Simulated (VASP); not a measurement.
# AgI (P6_3mc) in VASP: a series of runs

AgI is run at these levels: r2SCAN; tasks: single point.

All numbers are computed with VASP 6.6.1; they aren't measurements. Logs are shortened: lines on timing, memory, paths and dates and some standing lists are left out, and cuts for length are marked.

## Step 1: The cell of the first run

The structure is hexagonal, space group P6_3mc (No. 186). Conventional cell: a = 4.904 Å, b = 4.904 Å, c = 7.968 Å, α = 90.00°, β = 90.00°, γ = 120.00°. Ag (site symmetry 3m) has 4 I at 3.00 to 3.01 Å within 3.9 Å. Within 3.9 Å of I (site symmetry 3m) lie 4 Ag at 3.00 to 3.01 Å.

## Step 2: Single point, r2SCAN

The input, POSCAR:

```
AgI
1.0
    4.9041485004      0.0000000000      0.0000000000
   -2.4520742502      4.2471171853      0.0000000000
    0.0000000000      0.0000000000      7.9679502786
Ag I
2 2
Direct
    0.3333333333      0.6666666667      0.0013348502
    0.6666666667      0.3333333333      0.5013348502
    0.3333333333      0.6666666667      0.3785651498
    0.6666666667      0.3333333333      0.8785651498
```

The input, INCAR.step1:

```
PREC = Accurate
ENCUT = 550
ISMEAR = 0
SIGMA = 0.02
LREAL = F
LASPH = T
NELM = 120
NBANDS = 26
GGA = PE
ALGO = Normal
EDIFF = 1E-5
LWAVE = T
LCHARG = F
GGA_COMPAT = F
```

The input, INCAR.step2:

```
PREC = Accurate
ENCUT = 550
EDIFF = 1E-6
ISMEAR = 0
SIGMA = 0.02
LREAL = F
LASPH = T
NELM = 120
ALGO = Normal
ISIF = 2
LWAVE = F
LCHARG = T
METAGGA = R2SCAN
LMIXTAU = T
LELF = T
LVHAR = T
NBANDS = 26
ISTART = 1
GGA_COMPAT = F
```

The input, KPOINTS:

```
Automatic mesh
0
Gamma
  6 6 4
```

Potentials or basis: VASP PAW PBE potentials, release 64 (Ag, I).

On the command line:

```bash
cat potpaw_PBE.64/Ag/POTCAR potpaw_PBE.64/I/POTCAR > POTCAR
cp INCAR.step1 INCAR
mpirun -np 1 vasp_std > vasp.out
cp INCAR.step2 INCAR
mpirun -np 1 vasp_std > vasp.out
```

OUTCAR:

```text
PREC = Accurate
   ENCUT = 550
   EDIFF = 1E-6
   ISMEAR = 0
   LREAL = F
   LASPH = T
   NELM = 120
   ISIF = 2
   METAGGA = R2SCAN
   ISTART = 1

 ion  position               nearest neighbor table
   1  0.333  0.667  0.001-   4 3.00   4 3.00   4 3.00   3 3.01
   2  0.667  0.333  0.501-   3 3.00   3 3.00   3 3.00   4 3.01
   3  0.333  0.667  0.379-   2 3.00   2 3.00   2 3.00   1 3.01
   4  0.667  0.333  0.879-   1 3.00   1 3.00   1 3.00   2 3.01

  LATTYP: Found a hexagonal cell.
 ALAT       =     4.9041485004
 C/A-ratio  =     1.6247367464

  Lattice vectors:

 A1 = (   4.9041485004,   0.0000000000,   0.0000000000)
 A2 = (  -2.4520742502,   4.2471171853,   0.0000000000)
 A3 = (   0.0000000000,   0.0000000000,   7.9679502786)

Analysis of symmetry for initial positions (statically):
=====================================================================
 Subroutine PRICEL returns:
 Original cell was already a primitive cell.

 Routine SETGRP: Setting up the symmetry group for a
 hexagonal supercell.

 Subroutine GETGRP returns: Found 12 space group operations
 (whereof  6 operations were pure point group operations)
 out of a pool of 24 trial point group operations.

The static configuration has the point symmetry C_3v.
 The point group associated with its full space group is C_6v.

Analysis of symmetry for dynamics (positions and initial velocities):
=====================================================================
 Subroutine PRICEL returns:
 Original cell was already a primitive cell.

 Routine SETGRP: Setting up the symmetry group for a
 hexagonal supercell.

 Subroutine GETGRP returns: Found 12 space group operations
 (whereof  6 operations were pure point group operations)
 out of a pool of 24 trial point group operations.

The dynamic configuration has the point symmetry C_3v.
 The point group associated with its full space group is C_6v.

 Subroutine INISYM returns: Found 12 space group operations
 (whereof  6 operations are pure point group operations),
 and found     1 'primitive' translations

----------------------------------------------------------------------------------------

                                     Primitive cell

  volume of cell :     165.9604

  direct lattice vectors                    reciprocal lattice vectors
     4.904148500  0.000000000  0.000000000     0.203908997  0.117726914  0.000000000
    -2.452074250  4.247117185  0.000000000     0.000000000  0.235453828  0.000000000
     0.000000000  0.000000000  7.967950279     0.000000000  0.000000000  0.125502791

  length of vectors
     4.904148500  4.904148500  7.967950279     0.235453828  0.235453828  0.125502791

  position of ions in fractional coordinates (direct lattice)
     0.333333333  0.666666667  0.001334850
     0.666666667  0.333333333  0.501334850
     0.333333333  0.666666667  0.378565150
     0.666666667  0.333333333  0.878565150

  ion indices of the primitive-cell ions
   primitive index   ion index
                 1           1
                 2           2
                 3           3
                 4           4

----------------------------------------------------------------------------------------

 KPOINTS: Automatic mesh

Automatic generation of k-mesh.
 Grid dimensions read from file:
 generate k-points for:    6    6    4

 Generating k-lattice:

  Cartesian coordinates                     Fractional coordinates (reciprocal lattice)
     0.033984833  0.019621152  0.000000000     0.166666667 -0.000000000  0.000000000
     0.000000000  0.039242305  0.000000000     0.000000000  0.166666667  0.000000000
     0.000000000  0.000000000  0.031375698     0.000000000  0.000000000  0.250000000

  Length of vectors
     0.039242305  0.039242305  0.031375698

  Shift w.r.t. Gamma in fractional coordinates (k-lattice)
     0.000000000  0.000000000  0.000000000

 Subroutine IBZKPT returns following result:
 ===========================================

 Found     21 irreducible k-points:

 Following reciprocal coordinates:
            Coordinates               Weight
  0.000000  0.000000  0.000000      1.000000
  0.166667 -0.000000  0.000000      6.000000
  0.333333  0.000000  0.000000      6.000000
  0.500000 -0.000000  0.000000      3.000000
  0.166667  0.166667  0.000000      6.000000
  0.333333  0.166667  0.000000     12.000000
[... 13 lines left out ...]
  0.333333  0.166667  0.500000     12.000000
  0.333333  0.333333  0.500000      2.000000
   k-points           NKPTS =     21   k-points in BZ     NKDIM =     21   number of bands    NBANDS=     26
   number of dos      NEDOS =    301   number of ions     NIONS =      4
   total plane-waves  NPLWV = 102400
   dimension x,y,z NGX =    40 NGY =   40 NGZ =   64
   dimension x,y,z NGXF=    80 NGYF=   80 NGZF=  128
   ions per type =               2   2
   NGX,Y,Z   is equivalent  to a cutoff of  13.56, 13.56, 13.35 a.u.
   NGXF,Y,Z  is equivalent  to a cutoff of  27.12, 27.12, 26.71 a.u.
 SYSTEM =  unknown system
   PREC   = accura    normal or accurate (medium, high low for compatibility)
   ISTART =      1    job   : 0-new  1-cont  2-samecut
   ICHARG =      0    charge: 1-file 2-atom 10-const
   ISPIN  =      1    spin polarized calculation?
   LNONCOLLINEAR =      F non collinear calculations
   LSORBIT =      F    spin-orbit coupling
   LASPH  =      T    aspherical Exc in radial PAW
   ENCUT  =  550.0 eV  40.42 Ry    6.36 a.u.   9.38  9.38 15.24*2*pi/ulx,y,z
   NELM   =    120;   NELMIN=  2; NELMDL=  0     # of ELM steps
   EDIFF  = 0.1E-05   stopping-criterion for ELM
   LREAL  =      F    real-space projection
   EDIFFG = 0.1E-04   stopping-criterion for IOM
   NSW    =      0    number of steps for IOM
   IBRION =     -1    ionic relax: 0-MD 1-quasi-New 2-CG
   NFREE  =      0    steps in history (QN), initial steepest desc. (CG)
   ISIF   =      2    stress and relaxation
   ISYM   =      2    0-nonsym 1-usesym 2-fastsym
   POTIM  = 0.5000    time-step for ionic-motion
   TEBEG  =    0.0;   TEEND  =   0.0 temperature during run
   PSTRESS=    0.0 pullay stress
   NELECT =      36.0000    total number of electrons
   NUPDOWN=      -1.0000    fix difference up-down
   EMIN   =  10.00;   EMAX   =-10.00  energy-range for DOS
   EFERMI =   0.00;   METHOD = LEGACY
   ISMEAR =     0;   SIGMA  =   0.02  broadening in eV -4-tet -1-fermi 0-gaus
   EFERMI_NEDOS =   21; number of points for ismear=-14 and -15
   IALGO  =     38    algorithm
   IMIX   =      4    mixing-type and parameters
     AMIX     =   0.40;   BMIX     =  1.00
     AMIX_MAG =   1.60;   BMIX_MAG =  1.00
  volume/ion in A,a.u.               =      41.49       279.99
  Fermi-wavevector in a.u.,A,eV,Ry     =   0.983651  1.858830 13.164567  0.967568
  Thomas-Fermi vector in A             =   2.114824
   LORBIT       =      0    0 simple, 1 ext, 2 COOP (PROOUT), +10 PAW based schemes
   METAGGA = R2SCAN    functional components
   LHFCALC =     F    Hartree Fock is set to
   AEXX    =    0.0000 exact exchange contribution
   IVDW    =     0    specifies the selected vdW correction
   LEPSILON=     F    determine dielectric tensor
   LRPA    =     F    only Hartree local field effects (RPA)
 non-spin polarized calculation
 Gauss-broadening in eV      SIGMA  =   0.02
  energy-cutoff  :      550.00
  volume of cell :      165.96
 maximum number of plane-waves:      4914
 NGX is ok and might be reduce to    40
   NGX = 19   NGY = 19   NGZ = 31

 number of electron      35.9999999 magnetization

 Free energy of the ion-electron system (eV)
  ---------------------------------------------------
  ext. energy  EPLUGINS =         0.00000000
  ---------------------------------------------------
  free energy    TOTEN  =       -92.78674989 eV

  energy without entropy =      -92.78674989  energy(sigma->0) =      -92.78674989

 E-fermi :   1.0445     XC(G=0):  -8.0320

 val. band max:        0.9183730621   @ k =   0.0000   0.0000   0.0000
 cond. band min:       2.7605905760   @ k =   0.0000   0.0000   0.0000
 fundamental gap:      1.8422175139
 Fermi energy:         1.0445103205

 k-point     1 :       0.0000    0.0000    0.0000
  band No.  band energies     occupation
      1     -11.3091      2.00000
      2     -11.1340      2.00000
      3      -2.3634      2.00000
      4      -2.3634      2.00000
      5      -2.3427      2.00000
      6      -2.2525      2.00000
[... 18 lines left out ...]
     25       8.1937      0.00000
     26       8.1937      0.00000

 k-point     2 :       0.1667   -0.0000    0.0000
  band No.  band energies     occupation
      1     -11.2716      2.00000
      2     -11.1164      2.00000
      3      -2.3810      2.00000
      4      -2.3267      2.00000
      5      -2.3114      2.00000
      6      -2.2402      2.00000
[... 18 lines left out ...]
     25       8.0725      0.00000
     26       8.6200      0.00000

 k-point     3 :       0.3333    0.0000    0.0000
  band No.  band energies     occupation
      1     -11.1889      2.00000
      2     -11.0867      2.00000
      3      -2.3931      2.00000
      4      -2.2767      2.00000
      5      -2.2552      2.00000
      6      -2.1366      2.00000
[... 18 lines left out ...]
     25       8.7537      0.00000
     26       9.0231      0.00000

 k-point     4 :       0.5000   -0.0000    0.0000
  band No.  band energies     occupation
      1     -11.1380      2.00000
      2     -11.0802      2.00000
      3      -2.3831      2.00000
      4      -2.2216      2.00000
      5      -2.2210      2.00000
      6      -2.0277      2.00000
[... 18 lines left out ...]
     25       8.7681      0.00000
     26      10.0840      0.00000
[... 409 lines left out ...]
      1     -11.1520      2.00000
      2     -11.1520      2.00000
      3      -2.3822      2.00000
      4      -2.3822      2.00000
      5      -2.2283      2.00000
      6      -2.2283      2.00000
[... 18 lines left out ...]
     25       8.5148      0.00000
     26       8.5148      0.00000

 k-point    20 :       0.3333    0.1667    0.5000
  band No.  band energies     occupation
      1     -11.1085      2.00000
      2     -11.1085      2.00000
      3      -2.3499      2.00000
      4      -2.3499      2.00000
      5      -2.1544      2.00000
      6      -2.1544      2.00000
[... 18 lines left out ...]
     25       8.8235      0.00000
     26       8.8235      0.00000

 k-point    21 :       0.3333    0.3333    0.5000
  band No.  band energies     occupation
      1     -11.0940      2.00000
      2     -11.0940      2.00000
      3      -2.2572      2.00000
      4      -2.2572      2.00000
      5      -2.1886      2.00000
      6      -2.1886      2.00000
[... 18 lines left out ...]
     25       9.5707      0.00000
     26       9.5722      0.00000

------------------------ aborting loop because EDIFF is reached ----------------------------------------

  FORCE on cell =-STRESS in cart. coord.  units (eV):
  Direction    XX          YY          ZZ          XY          YZ          ZX
  --------------------------------------------------------------------------------------
  -------------------------------------------------------------------------------------
  Total       -3.1734781     -3.1734781     -3.1382376     -0.0000000     -0.0000000      0.0000000
  in kB      -30.6366739    -30.6366739    -30.2964634     -0.0000000     -0.0000000      0.0000000
  external PRESSURE =     -30.5232704 kB  Pullay stress =       0.0000000 kB

 VOLUME and BASIS-vectors are now :
 -----------------------------------------------------------------------------
  energy-cutoff  :      550.00
  volume of cell :      165.96
      direct lattice vectors                 reciprocal lattice vectors
     4.904148500  0.000000000  0.000000000     0.203908997  0.117726914  0.000000000
    -2.452074250  4.247117185  0.000000000     0.000000000  0.235453828  0.000000000
     0.000000000  0.000000000  7.967950279     0.000000000  0.000000000  0.125502791

 POSITION                                       TOTAL-FORCE (eV/Angst)
 -----------------------------------------------------------------------------------
     -0.00000      2.83141      0.01064         0.000000     -0.000000      0.001022
      2.45207      1.41571      3.99461        -0.000000     -0.000000      0.001022
     -0.00000      2.83141      3.01639         0.000000     -0.000000     -0.001022
      2.45207      1.41571      7.00036        -0.000000      0.000000     -0.001022
 -----------------------------------------------------------------------------------
    total drift:                               -0.000000      0.000000      0.000162

  FREE ENERGIE OF THE ION-ELECTRON SYSTEM (eV)
  ---------------------------------------------------
  free  energy   TOTEN  =       -92.7867498864 eV

  energy  without entropy=      -92.7867498864  energy(sigma->0) =      -92.78674989
```

It took 4.9 min on 1 thread of Intel Xeon Platinum 8259CL at 2.50GHz (Skylake/Cascade Lake), shared host; peak memory 0.4 GiB.

What came out:

```
Free energy            : -92.7867 eV
Pressure               : -3.1 GPa
Band gap on the k mesh : 1.84 eV
```

Caveat: the cell stands under tension; the PAW data sets were made with another functional, which shifts forces and pressure a little; spin-orbit coupling is left out, which moves the levels of the heavy elements.

## Step 3: Single point, r2SCAN

POSCAR is that of step 2.

The input, INCAR.step1:

```
SYSTEM = AgI
  PREC = Accurate
  ENCUT = 550
  ISMEAR = 0
  SIGMA = 0.02
  LREAL = .False.
  LASPH = .True.
  NELM = 120
  NBANDS = 26
  GGA = PE
  ALGO = Normal
  EDIFF = 1E-5
  LWAVE = .True.
  LCHARG = .False.
  GGA_COMPAT = .False.
```

The input, INCAR.step2:

```
SYSTEM = AgI
  PREC = Accurate
  ENCUT = 550
  EDIFF = 1E-6
  ISMEAR = 0
  SIGMA = 0.02
  LREAL = .False.
  LASPH = .True.
  NELM = 120
  ALGO = Normal
  ISIF = 2
  LWAVE = .False.
  LCHARG = .False.
  METAGGA = R2SCAN
  LMIXTAU = .True.
  NBANDS = 26
  ISTART = 1
  GGA_COMPAT = .False.
```

The input, KPOINTS:

```
regular mesh
0
Gamma
  6 6 4
  0 0 0
```

Potentials or basis: VASP PAW PBE potentials, release 64 (Ag, I).

On the command line:

```bash
cat potpaw_PBE.64/Ag/POTCAR potpaw_PBE.64/I/POTCAR > POTCAR
cp INCAR.step1 INCAR
mpirun -np 1 vasp_std > vasp.out
cp INCAR.step2 INCAR
mpirun -np 1 vasp_std > vasp.out
```

Wall time 6.9 min (1 thread of Intel Xeon Platinum 8259CL at 2.50GHz (Skylake/Cascade Lake), shared host); peak memory 0.39 GiB.

The run converged. Its results:

```yaml
Free_energy: -92.7867 eV
Pressure: -3.1 GPa
Band_gap_on_the_k_mesh: 1.84 eV
```

Levels at points of the mesh, in eV from the valence-band top:
```csv
k point,band 15,band 16,band 17,band 18,band 19,band 20,band 21,band 22
"(0.00, 0.00, 0.00)",-0.49,-0.04,0.00,0.00,1.84,3.14,6.51,6.51
"(0.50, 0.00, 0.00)",-1.58,-1.27,-0.70,-0.51,3.69,4.08,5.39,6.04
"(0.00, 0.00, 0.50)",-0.25,-0.25,-0.25,-0.25,3.00,3.00,6.07,6.07
"(0.50, 0.00, 0.50)",-0.88,-0.88,-0.86,-0.86,3.77,3.77,5.43,5.43
```

Caveat: the cell stands under tension; the PAW data sets were made with another functional, which shifts forces and pressure a little; spin-orbit coupling is left out, which moves the levels of the heavy elements.
